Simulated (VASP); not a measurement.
The system is BaTiO3.

```
Ba Ti O
1.0
     3.98410    0.00000    0.00000
     0.00000    2.83705    2.84580
     0.00000   -2.83705    2.84580
Ba Ti O
1 1 3
Direct
  0.00000 0.00000 0.00000
  0.50000 0.50790 0.50790
  0.00000 0.49210 0.49210
  0.50000 0.50251 0.99371
  0.50000 0.99371 0.50251
```

* Program: VASP 6.6.1
* Task: relaxation of cell and atoms
* Functional: r2SCAN
* Potentials or basis: VASP PAW PBE potentials, release 64 (Ba_sv, Ti_sv, O)
* Cutoff: 600 eV
* k mesh: 4 × 4 × 4
* Occupations: gaussian, width 0.02 eV
* Spin: no spin polarisation

At the start: pressure 0.5 GPa; volume 12.87 Å³/atom.

Question: How do energy, volume and symmetry change on relaxing?

Answer: Over 18 steps the energy falls by 8.5 meV/atom and the volume is 13.15 Å³/atom (+2.2 %); space group Pm-3m (No. 221, to 0.1 Å) before, Amm2 (No. 38, to 0.1 Å).

The path:
| step | energy change (eV) | largest force (eV/Å) | pressure (GPa) | volume (Å³) |
| --- | --- | --- | --- | --- |
| 1 | 0.0000 | 0.2329 | 0.55 | 64.33 |
| 2 | -0.0089 | 0.2795 | -0.36 | 64.74 |
| 3 | -0.0140 | 0.2887 | -2.04 | 65.70 |
| 4 | -0.0148 | 0.3018 | -1.64 | 65.43 |
| 5 | -0.0188 | 0.2695 | -1.29 | 65.38 |
| 6 | -0.0251 | 0.1232 | -0.30 | 65.27 |
| 7 | -0.0255 | 0.1061 | 0.13 | 65.22 |
| 8 | -0.0296 | 0.1106 | 0.25 | 65.23 |
| 9 | -0.0369 | 0.1282 | 0.71 | 65.24 |
| 10 | -0.0292 | 0.1936 | 1.96 | 65.24 |
| 11 | -0.0378 | 0.1377 | 0.99 | 65.24 |
| 12 | -0.0398 | 0.1104 | -0.14 | 65.65 |
| 13 | -0.0398 | 0.1083 | -0.20 | 65.68 |
| 14 | -0.0406 | 0.0946 | -0.17 | 65.68 |
| 15 | -0.0420 | 0.0419 | -0.01 | 65.69 |
| 16 | -0.0411 | 0.0617 | 0.32 | 65.70 |
| 17 | -0.0423 | 0.0180 | 0.09 | 65.69 |
| 18 | -0.0425 | 0.0071 | -0.02 | 65.77 |

Final structure:
```
CELL_PARAMETERS angstrom
3.97576 0.00000 0.00000
0.00000 2.86837 2.88355
0.00000 -2.86837 2.88355
ATOMIC_POSITIONS crystal
Ba 0.00000 0.00783 0.00783
Ti 0.50000 0.52366 0.52366
O 0.00000 0.49048 0.49048
O 0.50000 0.49400 0.98025
O 0.50000 0.98025 0.49400
```

Caveat: the PAW data sets were made with another functional, which shifts forces and pressure a little.
